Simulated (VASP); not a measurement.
Input of a VASP 6.6.1 run:

File INCAR:

```
PREC = Accurate
ENCUT = 500
EDIFF = 1E-6
ISMEAR = 0
SIGMA = 0.05
LREAL = F
LASPH = T
NELM = 120
ALGO = Normal
ISIF = 2
LWAVE = F
LCHARG = T
GGA = PE
LELF = T
LVHAR = T
NBANDS = 13
GGA_COMPAT = F
```

KPOINTS

```
regular mesh
0
Gamma
  8 8 8
```

File POSCAR:

```
Pb
1.0
   -1.9750357180      1.9750357180      1.9750357180
    1.9750357180     -1.9750357180      1.9750357180
    1.9750357180      1.9750357180     -1.9750357180
Pb
1
Direct
    0.0000000000      0.0000000000      0.0000000000
```

Potentials or basis: VASP PAW PBE potentials, release 64 (Pb_d).

Command:

```bash
$ cat potpaw_PBE.64/Pb_d/POTCAR > POTCAR
$ mpirun -np 1 vasp_std > vasp.out
```

Question: What does it give for the band gap on the k mesh?

Answer: Zero (band 7 reaches 14.61 eV, above the bottom of band 8 at 5.23 eV).

Question: What does it give for the pressure?

Answer: 1.6 GPa.

Caveat: spin-orbit coupling is left out, which moves the levels of the heavy elements.
